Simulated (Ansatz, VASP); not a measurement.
**Two plane-wave programs on Si**

```xyz
2
Lattice="3.6880 0.0000 0.0000 -1.8440 3.1939 0.0000 0.0000 0.0000 28.0000" Properties=species:S:1:pos:R:3 pbc="T T T"
Si    0.0000    2.1293   14.4285
Si    1.8440    1.0646   13.5715
```

Alike in both runs: task single point; functional PBE; k mesh 15 × 15 × 1; occupations gaussian, width 0.1 eV; no spin polarisation.

|  | VASP | Ansatz |
| --- | --- | --- |
| version | VASP 6.6.1 | Ansatz 0.2.0 |
| potentials or method | VASP PAW PBE potentials, release 64 (Si), cutoff 520 eV | scalar-relativistic, plane waves, PAW |
| valence electrons in the cell | 8 | 8 |

```csv
,VASP,Ansatz,Ansatz less VASP
gap on the k mesh at the Fermi level (eV),none,none,-
rms of the force components (eV/Å),0.625,0.617,-0.0077
```

Atom by atom the forces differ by 0.008 eV/Å (rms over components). A gap of «none» marks a metal or a gap that the smearing closes.
